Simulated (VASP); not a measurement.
Runs of VASP 6.6.1 on TePb. The structure is that of space group Fm-3m (No. 225), or close to it. The cells are those of the table. 

```tsv
cell	gap on the mesh (eV)	pressure (GPa)
a = 4.674 Å, angles 60.0°, 2 atoms	0.86	-0.7
a = 4.492 Å, angles 60.0°, 2 atoms	(a)	4.8
a = 4.585 Å, angles 60.0°, 2 atoms	0.76	1.6
a = 4.539 Å, angles 60.0°, 2 atoms	0.69	3.1
a = 4.629 Å, angles 60.0°, 2 atoms	(b)	0.3
```

Alike in all rows: task single point; level PBE; potentials or basis VASP PAW PBE potentials, release 64 (Te, Pb_d); no spin polarisation; k mesh 6 × 6 × 6; cutoff (eV) 520; smearing gaussian 0.01 eV.

Problem. Estimate the missing entries.

Solution. (a) 0.62; (b) 0.81.

Caveats: spin-orbit coupling is left out, which moves the levels of the heavy elements.

A k mesh can miss the band edges, and the runs leave out spin-orbit coupling on Pb, Te.
